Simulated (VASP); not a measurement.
# I (C2/m) in VASP: further runs

Runs on I. Level: PBEsol. Tasks: single point.

All numbers are computed with VASP 6.6.1; they aren't measurements. Logs are shortened: lines on timing, memory, paths and dates and some standing lists are left out, and cuts for length are marked.

**1. The cell of the first run**

The structure is monoclinic, space group C2/m (No. 12). Conventional cell: a = 5.077 Å, b = 7.413 Å, c = 2.880 Å, α = 90.00°, β = 124.24°, γ = 90.00°. I (site symmetry 2/m) has 2 I at 2.88 Å within 3.8 Å.

**2. Single point, PBEsol**

INCAR reads:

```
PREC     = Accurate       # precision mode
ENCUT    = 520            # plane-wave cutoff, eV
EDIFF    = 1E-7           # SCF threshold, eV
ISMEAR   = 0              # smearing method
SIGMA    = 0.1            # smearing width, eV
LREAL    = F              # projectors in reciprocal space
LASPH    = T              # aspherical terms in the spheres
NELM     = 100            # most SCF steps
ALGO     = Normal         # electronic algorithm
ISIF     = 2              # what is computed and relaxed
LWAVE    = F              # write WAVECAR
LCHARG   = F              # write CHGCAR
GGA      = PS             # functional
NBANDS   = 10             # bands
```

KPOINTS reads:

```
regular mesh
0
Gamma
  5 5 8
```

POSCAR reads:

```
I
1.0
    4.4924680000      0.0000000000      0.0000000000
   -1.6240217160      4.1886539839      0.0000000000
   -0.9158310599     -1.3373439967      2.3810972695
I
1
Direct
    0.5000000000      0.5000000000      0.5000000000
```

Potentials or basis: VASP PAW PBE potentials, release 64 (I).

Launch:

```console
$ cat potpaw_PBE.64/I/POTCAR > POTCAR
$ mpirun -np 1 vasp_std > vasp.out
```

OUTCAR:

```text
PREC = Accurate
   ENCUT = 520
   EDIFF = 1E-7
   ISMEAR = 0
   LREAL = F
   LASPH = T
   NELM = 100
   ISIF = 2
   GGA = PS

 ion  position               nearest neighbor table
   1  0.500  0.500  0.500-

  LATTYP: Found a base centered monoclinic cell.
 ALAT       =     5.0766924548
 B/A-ratio  =     1.4602518469
 C/A-ratio  =     0.5673826070
 COS(beta)  =    -0.5627203594

  Lattice vectors:

 A1 = (   4.4924680000,   0.0000000000,   0.0000000000)
 A2 = (  -1.6240217160,   4.1886539839,   0.0000000000)
 A3 = (  -0.9158310599,  -1.3373439967,   2.3810972695)

Analysis of symmetry for initial positions (statically):
=====================================================================
 Subroutine PRICEL returns:
 Original cell was already a primitive cell.

 Routine SETGRP: Setting up the symmetry group for a
 base centered monoclinic supercell.

 Subroutine GETGRP returns: Found  4 space group operations
 (whereof  4 operations were pure point group operations)
 out of a pool of  4 trial point group operations.

The static configuration has the point symmetry C_2h.

Analysis of symmetry for dynamics (positions and initial velocities):
=====================================================================
 Subroutine PRICEL returns:
 Original cell was already a primitive cell.

 Routine SETGRP: Setting up the symmetry group for a
 base centered monoclinic supercell.

 Subroutine GETGRP returns: Found  4 space group operations
 (whereof  4 operations were pure point group operations)
 out of a pool of  4 trial point group operations.

The dynamic configuration has the point symmetry C_2h.

 Subroutine INISYM returns: Found  4 space group operations
 (whereof  4 operations are pure point group operations),
 and found     1 'primitive' translations

----------------------------------------------------------------------------------------

                                     Primitive cell

  volume of cell :      44.8060

  direct lattice vectors                    reciprocal lattice vectors
     4.492468000  0.000000000  0.000000000     0.222594796  0.086304284  0.134088493
    -1.624021716  4.188653984  0.000000000     0.000000000  0.238740179  0.134088493
    -0.915831060 -1.337343997  2.381097270     0.000000000  0.000000000  0.419974443

  length of vectors
     4.492468000  4.492468000  2.880427000     0.273818547  0.273818547  0.419974443

  position of ions in fractional coordinates (direct lattice)
     0.500000000  0.500000000  0.500000000

  ion indices of the primitive-cell ions
   primitive index   ion index
                 1           1

----------------------------------------------------------------------------------------

 KPOINTS: regular mesh

Automatic generation of k-mesh.
 Grid dimensions read from file:
 generate k-points for:    5    5    8

 Generating k-lattice:

  Cartesian coordinates                     Fractional coordinates (reciprocal lattice)
     0.044518959  0.017260857  0.026817699     0.200000000  0.000000000  0.000000000
     0.000000000  0.047748036  0.026817699     0.000000000  0.200000000  0.000000000
     0.000000000  0.000000000  0.052496805     0.000000000  0.000000000  0.125000000

  Length of vectors
     0.054763709  0.054763709  0.052496805

  Shift w.r.t. Gamma in fractional coordinates (k-lattice)
     0.000000000  0.000000000  0.000000000

 Subroutine IBZKPT returns following result:
 ===========================================

 Found     63 irreducible k-points:

 Following reciprocal coordinates:
            Coordinates               Weight
  0.000000  0.000000  0.000000      1.000000
  0.200000  0.000000 -0.000000      4.000000
  0.400000  0.000000  0.000000      4.000000
  0.200000  0.200000 -0.000000      2.000000
  0.400000  0.200000 -0.000000      4.000000
 -0.400000  0.200000 -0.000000      4.000000
[... 16 lines left out ...]
 -0.200000 -0.400000  0.125000      4.000000
 -0.200000 -0.200000  0.125000      2.000000
 [... further k-points ...]
   k-points           NKPTS =     63   k-points in BZ     NKDIM =     63   number of bands    NBANDS=     10
   number of dos      NEDOS =    301   number of ions     NIONS =      1
   total plane-waves  NPLWV =  31104
   dimension x,y,z NGX =    36 NGY =   36 NGZ =   24
   dimension x,y,z NGXF=    72 NGYF=   72 NGZF=   48
   ions per type =               1
   NGX,Y,Z   is equivalent  to a cutoff of  13.32, 13.32, 13.85 a.u.
   NGXF,Y,Z  is equivalent  to a cutoff of  26.64, 26.64, 27.70 a.u.
 SYSTEM =  unknown system
   PREC   = accura    normal or accurate (medium, high low for compatibility)
   ISTART =      0    job   : 0-new  1-cont  2-samecut
   ICHARG =      2    charge: 1-file 2-atom 10-const
   ISPIN  =      1    spin polarized calculation?
   LNONCOLLINEAR =      F non collinear calculations
   LSORBIT =      F    spin-orbit coupling
   LASPH  =      T    aspherical Exc in radial PAW
   ENCUT  =  520.0 eV  38.22 Ry    6.18 a.u.   8.35  8.35  5.36*2*pi/ulx,y,z
   NELM   =    100;   NELMIN=  2; NELMDL= -5     # of ELM steps
   EDIFF  = 0.1E-06   stopping-criterion for ELM
   LREAL  =      F    real-space projection
   EDIFFG = 0.1E-05   stopping-criterion for IOM
   NSW    =      0    number of steps for IOM
   IBRION =     -1    ionic relax: 0-MD 1-quasi-New 2-CG
   NFREE  =      0    steps in history (QN), initial steepest desc. (CG)
   ISIF   =      2    stress and relaxation
   ISYM   =      2    0-nonsym 1-usesym 2-fastsym
   POTIM  = 0.5000    time-step for ionic-motion
   TEBEG  =    0.0;   TEEND  =   0.0 temperature during run
   PSTRESS=    0.0 pullay stress
   NELECT =       7.0000    total number of electrons
   NUPDOWN=      -1.0000    fix difference up-down
   EMIN   =  10.00;   EMAX   =-10.00  energy-range for DOS
   EFERMI =   0.00;   METHOD = LEGACY
   ISMEAR =     0;   SIGMA  =   0.10  broadening in eV -4-tet -1-fermi 0-gaus
   EFERMI_NEDOS =   21; number of points for ismear=-14 and -15
   IALGO  =     38    algorithm
   IMIX   =      4    mixing-type and parameters
     AMIX     =   0.40;   BMIX     =  1.00
     AMIX_MAG =   1.60;   BMIX_MAG =  1.00
  volume/ion in A,a.u.               =      44.81       302.37
  Fermi-wavevector in a.u.,A,eV,Ry     =   0.881716  1.666201 10.577479  0.777423
  Thomas-Fermi vector in A             =   2.002250
   LORBIT       =      0    0 simple, 1 ext, 2 COOP (PROOUT), +10 PAW based schemes
   GGA     = PS    functional components
   LHFCALC =     F    Hartree Fock is set to
   AEXX    =    0.0000 exact exchange contribution
   IVDW    =     0    specifies the selected vdW correction
   LEPSILON=     F    determine dielectric tensor
   LRPA    =     F    only Hartree local field effects (RPA)
 non-spin polarized calculation
 Gauss-broadening in eV      SIGMA  =   0.10
  energy-cutoff  :      520.00
  volume of cell :       44.81
 maximum number of plane-waves:      1223
 NGX is ok and might be reduce to    36
   NGX = 17   NGY = 17   NGZ = 11

 number of electron       7.0000000 magnetization

 Free energy of the ion-electron system (eV)
  ---------------------------------------------------
  ext. energy  EPLUGINS =         0.00000000
  ---------------------------------------------------
  free energy    TOTEN  =        -1.70135998 eV

  energy without entropy =       -1.69469048  energy(sigma->0) =       -1.69802523

 E-fermi :   1.8618     XC(G=0):  -7.9437

 val. band max:        1.8590190061   @ k =  -0.4000   0.4000   0.5000
 cond. band min:       1.8700869917   @ k =   0.4000   0.2000   0.3750
 fundamental gap:      0.0110679856
 Fermi energy:         1.8618480328

 k-point     1 :       0.0000    0.0000    0.0000
  band No.  band energies     occupation
      1     -11.4920      2.00000
      2       0.5214      2.00000
      3       0.5297      2.00000
      4       6.1194      0.00000
      5       6.2305      0.00000
      6       9.8022      0.00000
      7      10.1190      0.00000
      8      12.5693      0.00000
      9      12.8220      0.00000
     10      17.8162      0.00000

 k-point     2 :       0.2000    0.0000   -0.0000
  band No.  band energies     occupation
      1     -11.3970      2.00000
      2      -0.3571      2.00000
      3       0.3389      2.00000
      4       6.1248      0.00000
      5       7.3472      0.00000
      6       9.1691      0.00000
      7      10.8595      0.00000
      8      12.8212      0.00000
      9      15.1410      0.00000
     10      18.1468      0.00000

 k-point     3 :       0.4000    0.0000    0.0000
  band No.  band energies     occupation
      1     -11.2334      2.00000
      2      -1.4172      2.00000
      3       0.0712      2.00000
      4       6.1342      0.00000
      5       7.1244      0.00000
      6      11.4350      0.00000
      7      12.7922      0.00000
      8      13.4449      0.00000
      9      17.1537      0.00000
     10      17.6886      0.00000

 k-point     4 :       0.2000    0.2000   -0.0000
  band No.  band energies     occupation
      1     -11.2631      2.00000
      2      -1.1240      2.00000
      3      -0.0870      2.00000
      4       6.1561      0.00000
      5       8.5617      0.00000
      6       8.8156      0.00000
      7      12.7548      0.00000
      8      13.4972      0.00000
      9      17.2700      0.00000
     10      18.2790      0.00000
[... 222 lines left out ...]
 k-point    22 :      -0.4000   -0.4000    0.1250
  band No.  band energies     occupation
      1     -10.9238      2.00000
      2      -0.7915      2.00000
      3      -0.7312      2.00000
      4       3.9248      0.00000
      5       9.9939      0.00000
      6      10.0512      0.00000
      7      12.7601      0.00000
      8      14.6839      0.00000
      9      15.4791      0.00000
     10      16.1419      0.00000

 k-point    23 :      -0.2000   -0.4000    0.1250
  band No.  band energies     occupation
      1     -10.9591      2.00000
      2      -1.1480      2.00000
      3       0.0583      2.00000
      4       4.0397      0.00000
      5       8.0013      0.00000
      6      10.8029      0.00000
      7      13.8759      0.00000
      8      14.8085      0.00000
      9      15.1830      0.00000
     10      15.7411      0.00000

 k-point    24 :      -0.2000   -0.2000    0.1250
  band No.  band energies     occupation
      1     -11.1036      2.00000
      2      -0.3657      2.00000
      3       0.4651      2.00000
      4       4.0505      0.00000
      5       8.0938      0.00000
      6       8.9816      0.00000
      7      11.7161      0.00000
      8      14.5863      0.00000
      9      14.8639      0.00000
     10      15.4562      0.00000

 [... further k-points ...]
[... 5 lines left out ...]
  --------------------------------------------------------------------------------------
  -------------------------------------------------------------------------------------
  Total       -0.1014378     -0.1269595      0.2361752     -0.0329127     -0.4454731     -0.3050659
  in kB       -3.6272181     -4.5398266      8.4451683     -1.1768936    -15.9292533    -10.9085661
  external PRESSURE =       0.0927079 kB  Pullay stress =       0.0000000 kB

 VOLUME and BASIS-vectors are now :
 -----------------------------------------------------------------------------
  energy-cutoff  :      520.00
  volume of cell :       44.81
      direct lattice vectors                 reciprocal lattice vectors
     4.492468000  0.000000000  0.000000000     0.222594796  0.086304284  0.134088493
    -1.624021716  4.188653984  0.000000000     0.000000000  0.238740179  0.134088493
    -0.915831060 -1.337343997  2.381097270     0.000000000  0.000000000  0.419974443

 POSITION                                       TOTAL-FORCE (eV/Angst)
 -----------------------------------------------------------------------------------
      0.97631      1.42565      1.19055        -0.000000      0.000000      0.000000
 -----------------------------------------------------------------------------------
    total drift:                               -0.000000      0.000000      0.000000

  FREE ENERGIE OF THE ION-ELECTRON SYSTEM (eV)
  ---------------------------------------------------
  free  energy   TOTEN  =        -1.7013599848 eV

  energy  without entropy=       -1.6946904758  energy(sigma->0) =       -1.69802523
```

Wall time 9.8 s (1 thread of Intel Xeon 6975P-C (Granite Rapids), shared host); peak memory 0.18 GiB.

What came out:

| Property | Result |
| --- | --- |
| Free energy | -1.7014 eV |
| Pressure | 0.0 GPa |

Stress tensor (GPa, compression positive):
```
-0.36 -0.12 -1.09
-0.12 -0.45 -1.59
-1.09 -1.59  0.84
```

Levels at points of the mesh, in eV from the Fermi level:
```tsv
k point	band 1	band 2	band 3	band 4	band 5	band 6	band 7	band 8	band 9
(0.00, 0.00, 0.00)	-13.35	-1.34	-1.33	4.26	4.37	7.94	8.26	10.71	10.96
(0.00, 0.00, 0.50)	-10.36	-5.16	-0.77	0.03	5.25	6.38	11.69	11.78	11.91
```

Caveat: the PAW data sets were made with another functional, which shifts forces and pressure a little; spin-orbit coupling is left out, which moves the levels of the heavy elements; an odd number of electrons without spin polarisation forces a metal; a magnetic or distorted state may lie lower.

(Part 1 of 2 ends here.)
